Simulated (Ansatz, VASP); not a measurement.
One calculation of SnO, two programs

```
Sn O
1.0
     3.28652    0.00000    0.00000
     0.00000    5.55827    0.00000
     0.00000    0.00000    4.13578
Sn O
2 2
Direct
  0.50000 0.76809 0.01314
  0.00000 0.23191 0.51314
  0.50000 0.10875 0.23686
  0.00000 0.89125 0.73686
```

Alike in both runs: task single point; functional LDA; k mesh 8 × 5 × 6; occupations fermi-dirac, width 0.05 eV; no spin polarisation.

```csv
,VASP,Ansatz
version,VASP 6.6.1,Ansatz 0.2.0
potentials or method,"VASP PAW LDA potentials, release 64 (Sn_d, O)",Ansatz PAW
plane-wave cutoff (eV),520,420
valence electrons in the cell,40,40
```

|  | VASP | Ansatz | Ansatz less VASP |
| --- | --- | --- | --- |
| gap on the k mesh at the Fermi level (eV) | 1.36 | 1.39 | +0.028 |
| least direct gap on the mesh (eV) | 1.93 | 1.97 | +0.035 |
| pressure (GPa) | -0.4 | -0.8 | -0.36 |
| traceless stress, the component that is largest in VASP (GPa) | 0.61 | 0.55 | -0.057 |
| rms of the force components (eV/Å) | 0.118 | 0.075 | -0.0430 |

LDA's correlation is that of Perdew and Zunger in VASP and of Perdew and Wang (1992) in Ansatz. Atom by atom the forces differ by 0.049 eV/Å (rms over components).

Noted on Ansatz's run: odd divisions of the mesh miss points on the zone boundary, where band edges often lie, so the gap on the mesh can be too wide.
